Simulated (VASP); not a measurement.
# TaN (C2/m) in VASP: further runs

The runs below take TaN through single point, with PBE.

Program: VASP 6.6.1. These are calculated values, not measurements. Logs are shortened: lines on timing, memory, paths and dates and some standing lists are left out, and cuts for length are marked.

### 1 The cell of the first run

It takes space group C2/m (No. 12, monoclinic). Conventional cell: a = 4.416 Å, b = 4.416 Å, c = 4.416 Å, α = 90.00°, β = 90.00°, γ = 90.00°. Within 2.8 Å of Ta (site symmetry m) lie 6 N at 2.11 to 2.33 Å. N (site symmetry m) has 6 Ta at 2.11 to 2.33 Å and 1 N at 2.67 Å within 2.8 Å.

### 2 Single point, PBE (mode 1 frozen in at -0.205 Å and mode 2 at -0.119 Å (largest displacements))

INCAR reads:

```
ALGO = Normal
EDIFF = 1E-6
ENCUT = 520
GGA = PE
ISIF = 2
ISMEAR = 0
LASPH = True
LCHARG = False
LREAL = False
LWAVE = False
NBANDS = 24
NELM = 80
PREC = Accurate
SIGMA = 0.15
```

KPOINTS reads:

```
k-points
0
Gamma
  14 14 10
```

POSCAR reads:

```
TaN
1.0
    0.0000000000     -2.2081122572     -2.2081122572
    0.0000000000      2.2081122572     -2.2081122572
    4.4162245144      0.0000000000      0.0000000000
Ta N
2 2
Direct
    0.5242747680      0.4757252320     -0.0205209401
   -0.0242747680      0.0242747680      0.5205209401
    0.4729406873      0.5270593127      0.4536255461
    0.0270593127     -0.0270593127      0.0463744539
```

Potentials or basis: VASP PAW PBE potentials, release 64 (Ta_pv, N).

Run with:

```sh
$ cat potpaw_PBE.64/Ta_pv/POTCAR potpaw_PBE.64/N/POTCAR > POTCAR
$ mpirun -np 1 vasp_std > vasp.out
```

OUTCAR:

```text
EDIFF = 1E-6
   ENCUT = 520
   GGA = PE
   ISIF = 2
   ISMEAR = 0
   LASPH = True
   LREAL = False
   NELM = 80
   PREC = Accurate

 ion  position               nearest neighbor table
   1  0.524  0.476  0.979-   3 2.11   4 2.22   4 2.23   4 2.23   4 2.24   3 2.33   2 2.84   2 3.00
                             2 3.00   2 3.11   2 3.16   2 3.26   2 3.26   2 3.40
   2  0.976  0.024  0.521-   4 2.11   3 2.22   3 2.23   3 2.23   3 2.24   4 2.33   1 2.84   1 3.00
                             1 3.00   1 3.11   1 3.16   1 3.26   1 3.26   1 3.40
   3  0.473  0.527  0.454-   1 2.11   2 2.22   2 2.23   2 2.23   2 2.24   1 2.33
   4  0.027  0.973  0.046-   2 2.11   1 2.22   1 2.23   1 2.23   1 2.24   2 2.33

  LATTYP: Found a simple tetragonal cell.
 ALAT       =     3.1227423014
 C/A-ratio  =     1.4142135624

  Lattice vectors:

 A1 = (   0.0000000000,  -2.2081122572,  -2.2081122572)
 A2 = (   0.0000000000,   2.2081122572,  -2.2081122572)
 A3 = (   4.4162245144,   0.0000000000,   0.0000000000)

Analysis of symmetry for initial positions (statically):
=====================================================================
 Subroutine PRICEL returns:
 Original cell was already a primitive cell.

 Routine SETGRP: Setting up the symmetry group for a
 simple tetragonal supercell.

 Subroutine GETGRP returns: Found  4 space group operations
 (whereof  2 operations were pure point group operations)
 out of a pool of 16 trial point group operations.

The static configuration has the point symmetry C_1h.
 The point group associated with its full space group is C_2h.

Analysis of symmetry for dynamics (positions and initial velocities):
=====================================================================
 Subroutine PRICEL returns:
 Original cell was already a primitive cell.

 Routine SETGRP: Setting up the symmetry group for a
 simple tetragonal supercell.

 Subroutine GETGRP returns: Found  4 space group operations
 (whereof  2 operations were pure point group operations)
 out of a pool of 16 trial point group operations.

The dynamic configuration has the point symmetry C_1h.
 The point group associated with its full space group is C_2h.

 Subroutine INISYM returns: Found  4 space group operations
 (whereof  2 operations are pure point group operations),
 and found     1 'primitive' translations

----------------------------------------------------------------------------------------

                                     Primitive cell

  volume of cell :      43.0649

  direct lattice vectors                    reciprocal lattice vectors
     0.000000000 -2.208112257 -2.208112257     0.000000000 -0.226437763 -0.226437763
     0.000000000  2.208112257 -2.208112257     0.000000000  0.226437763 -0.226437763
     4.416224514  0.000000000  0.000000000     0.226437763  0.000000000  0.000000000

  length of vectors
     3.122742301  3.122742301  4.416224514     0.320231355  0.320231355  0.226437763

  position of ions in fractional coordinates (direct lattice)
     0.524274768  0.475725232  0.979479060
     0.975725232  0.024274768  0.520520940
     0.472940687  0.527059313  0.453625546
     0.027059313  0.972940687  0.046374454

  ion indices of the primitive-cell ions
   primitive index   ion index
                 1           1
                 2           2
                 3           3
                 4           4

----------------------------------------------------------------------------------------

 KPOINTS: k-points

Automatic generation of k-mesh.
 Grid dimensions read from file:
 generate k-points for:   14   14   10

 Generating k-lattice:

  Cartesian coordinates                     Fractional coordinates (reciprocal lattice)
     0.000000000 -0.016174126 -0.016174126     0.071428571  0.000000000  0.000000000
     0.000000000  0.016174126 -0.016174126     0.000000000  0.071428571  0.000000000
     0.022643776  0.000000000  0.000000000     0.000000000  0.000000000  0.100000000

  Length of vectors
     0.022873668  0.022873668  0.022643776

  Shift w.r.t. Gamma in fractional coordinates (k-lattice)
     0.000000000  0.000000000  0.000000000

 Subroutine IBZKPT returns following result:
 ===========================================

 Found    534 irreducible k-points:

 Following reciprocal coordinates:
            Coordinates               Weight
  0.000000  0.000000  0.000000      1.000000
  0.071429  0.000000  0.000000      4.000000
  0.142857  0.000000  0.000000      4.000000
  0.214286  0.000000  0.000000      4.000000
  0.285714  0.000000  0.000000      4.000000
  0.357143  0.000000  0.000000      4.000000
[... 16 lines left out ...]
 -0.142857  0.142857  0.000000      2.000000
  0.214286  0.142857  0.000000      4.000000
 [... further k-points ...]
   k-points           NKPTS =    534   k-points in BZ     NKDIM =    534   number of bands    NBANDS=     24
   number of dos      NEDOS =    301   number of ions     NIONS =      4
   total plane-waves  NPLWV =  20736
   dimension x,y,z NGX =    24 NGY =   24 NGZ =   36
   dimension x,y,z NGXF=    48 NGYF=   48 NGZF=   72
   ions per type =               2   2
   NGX,Y,Z   is equivalent  to a cutoff of  12.78, 12.78, 13.55 a.u.
   NGXF,Y,Z  is equivalent  to a cutoff of  25.55, 25.55, 27.10 a.u.
 SYSTEM =  unknown system
   PREC   = accura    normal or accurate (medium, high low for compatibility)
   ISTART =      0    job   : 0-new  1-cont  2-samecut
   ICHARG =      2    charge: 1-file 2-atom 10-const
   ISPIN  =      1    spin polarized calculation?
   LNONCOLLINEAR =      F non collinear calculations
   LSORBIT =      F    spin-orbit coupling
   LASPH  =      T    aspherical Exc in radial PAW
   ENCUT  =  520.0 eV  38.22 Ry    6.18 a.u.   5.81  5.81  8.21*2*pi/ulx,y,z
   NELM   =     80;   NELMIN=  2; NELMDL= -5     # of ELM steps
   EDIFF  = 0.1E-05   stopping-criterion for ELM
   LREAL  =      F    real-space projection
   EDIFFG = 0.1E-04   stopping-criterion for IOM
   NSW    =      0    number of steps for IOM
   IBRION =     -1    ionic relax: 0-MD 1-quasi-New 2-CG
   NFREE  =      0    steps in history (QN), initial steepest desc. (CG)
   ISIF   =      2    stress and relaxation
   ISYM   =      2    0-nonsym 1-usesym 2-fastsym
   POTIM  = 0.5000    time-step for ionic-motion
   TEBEG  =    0.0;   TEEND  =   0.0 temperature during run
   PSTRESS=    0.0 pullay stress
   NELECT =      32.0000    total number of electrons
   NUPDOWN=      -1.0000    fix difference up-down
   EMIN   =  10.00;   EMAX   =-10.00  energy-range for DOS
   EFERMI =   0.00;   METHOD = LEGACY
   ISMEAR =     0;   SIGMA  =   0.15  broadening in eV -4-tet -1-fermi 0-gaus
   EFERMI_NEDOS =   21; number of points for ismear=-14 and -15
   IALGO  =     38    algorithm
   IMIX   =      4    mixing-type and parameters
     AMIX     =   0.40;   BMIX     =  1.00
     AMIX_MAG =   1.60;   BMIX_MAG =  1.00
  volume/ion in A,a.u.               =      10.77        72.65
  Fermi-wavevector in a.u.,A,eV,Ry     =   1.482804  2.802093 29.915225  2.198707
  Thomas-Fermi vector in A             =   2.596544
   LORBIT       =      0    0 simple, 1 ext, 2 COOP (PROOUT), +10 PAW based schemes
   GGA     = PE    functional components
   LHFCALC =     F    Hartree Fock is set to
   AEXX    =    0.0000 exact exchange contribution
   IVDW    =     0    specifies the selected vdW correction
   LEPSILON=     F    determine dielectric tensor
   LRPA    =     F    only Hartree local field effects (RPA)
 non-spin polarized calculation
 Gauss-broadening in eV      SIGMA  =   0.15
  energy-cutoff  :      520.00
  volume of cell :       43.06
 maximum number of plane-waves:      1208
   NGX = 11   NGY = 11   NGZ = 17

 number of electron      32.0000000 magnetization

 Free energy of the ion-electron system (eV)
  ---------------------------------------------------
  ext. energy  EPLUGINS =         0.00000000
  ---------------------------------------------------
  free energy    TOTEN  =       -43.74369703 eV

  energy without entropy =      -43.72761865  energy(sigma->0) =      -43.73565784

 E-fermi :   8.9499     XC(G=0): -13.3658

 val. band max:        8.9474145054   @ k =   0.0714  -0.0714   0.3000
 cond. band min:       8.9509201406   @ k =  -0.2143   0.2143   0.2000
 fundamental gap:      0.0035056352
 Fermi energy:         8.9499277755

 k-point     1 :       0.0000    0.0000    0.0000
  band No.  band energies     occupation
      1     -27.1170      2.00000
      2     -26.7444      2.00000
      3     -26.7274      2.00000
      4     -26.4675      2.00000
      5     -26.4647      2.00000
      6     -26.3127      2.00000
[... 16 lines left out ...]
     23      12.5775      0.00000
     24      13.1676      0.00000

 k-point     2 :       0.0714    0.0000    0.0000
  band No.  band energies     occupation
      1     -27.1073      2.00000
      2     -26.7586      2.00000
      3     -26.7277      2.00000
      4     -26.4887      2.00000
      5     -26.4674      2.00000
      6     -26.3206      2.00000
[... 16 lines left out ...]
     23      12.5562      0.00000
     24      13.1067      0.00000

 k-point     3 :       0.1429    0.0000    0.0000
  band No.  band energies     occupation
      1     -27.0793      2.00000
      2     -26.8114      2.00000
      3     -26.7135      2.00000
      4     -26.5536      2.00000
      5     -26.4727      2.00000
      6     -26.3409      2.00000
[... 16 lines left out ...]
     23      12.6217      0.00000
     24      13.0566      0.00000
[... 514 lines left out ...]
 k-point    23 :      -0.1429    0.1429    0.0000
  band No.  band energies     occupation
      1     -27.0435      2.00000
      2     -26.8286      2.00000
      3     -26.7514      2.00000
      4     -26.5872      2.00000
      5     -26.5141      2.00000
      6     -26.3776      2.00000
[... 16 lines left out ...]
     23      12.8237      0.00000
     24      13.4934      0.00000

 k-point    24 :       0.2143    0.1429    0.0000
  band No.  band energies     occupation
      1     -27.0067      2.00000
      2     -26.8751      2.00000
      3     -26.7512      2.00000
      4     -26.6949      2.00000
      5     -26.5257      2.00000
      6     -26.3844      2.00000
[... 16 lines left out ...]
     23      13.0112      0.00000
     24      13.9976      0.00000

 [... further k-points ...]
[... 5 lines left out ...]
  --------------------------------------------------------------------------------------
  -------------------------------------------------------------------------------------
  Total        3.9396683     -0.3526818     -1.7672824     -0.5452322      0.0000000      0.0000000
  in kB      146.5705792    -13.1210997    -65.7495966    -20.2847039      0.0000000      0.0000000
  external PRESSURE =      22.5666277 kB  Pullay stress =       0.0000000 kB

 VOLUME and BASIS-vectors are now :
 -----------------------------------------------------------------------------
  energy-cutoff  :      520.00
  volume of cell :       43.06
      direct lattice vectors                 reciprocal lattice vectors
     0.000000000 -2.208112257 -2.208112257     0.000000000 -0.226437763 -0.226437763
     0.000000000  2.208112257 -2.208112257     0.000000000  0.226437763 -0.226437763
     4.416224514  0.000000000  0.000000000     0.226437763  0.000000000  0.000000000

 POSITION                                       TOTAL-FORCE (eV/Angst)
 -----------------------------------------------------------------------------------
      4.32560     -0.10720     -2.20811        -1.000953     -0.102554      0.000000
      2.29874     -2.10091     -2.20811         1.000953      0.102554      0.000000
      2.00331      0.11950     -2.20811         1.117376     -0.388900      0.000000
      0.20480      2.08861     -2.20811        -1.117376      0.388900      0.000000
 -----------------------------------------------------------------------------------
    total drift:                               -0.000000     -0.000000     -0.000000

  FREE ENERGIE OF THE ION-ELECTRON SYSTEM (eV)
  ---------------------------------------------------
  free  energy   TOTEN  =       -43.7436970347 eV

  energy  without entropy=      -43.7276186473  energy(sigma->0) =      -43.73565784
```

Wall time 4.4 min (1 thread of Intel Xeon Platinum 8488C (Sapphire Rapids), shared host); peak memory 0.54 GiB.

What came out:

- Free energy: -43.7437 eV
- Pressure: 2.3 GPa
- Largest force: 1.183 eV/Å
- Band gap on the k mesh: zero (band 16 reaches 10.52 eV, above the bottom of band 17 at 7.76 eV)

Forces on the atoms (eV/Å):
```
Ta  -1.001 -0.103  0.000
Ta   1.001  0.103  0.000
N    1.117 -0.389  0.000
N   -1.117  0.389  0.000
```

Stress tensor (GPa, compression positive):
```
14.66 -2.03  0.00
-2.03 -1.31  0.00
 0.00  0.00 -6.57
```

Caveat: the cell differs from its parent crystal (mode 1 frozen in at -0.205 Å and mode 2 at -0.119 Å (largest displacements)); spin-orbit coupling is left out, which moves the levels of the heavy elements; forces of over 1 eV/Å act on the atoms, so gaps and moduli don't describe the material at rest.

(Continued in part 2 of 2.)
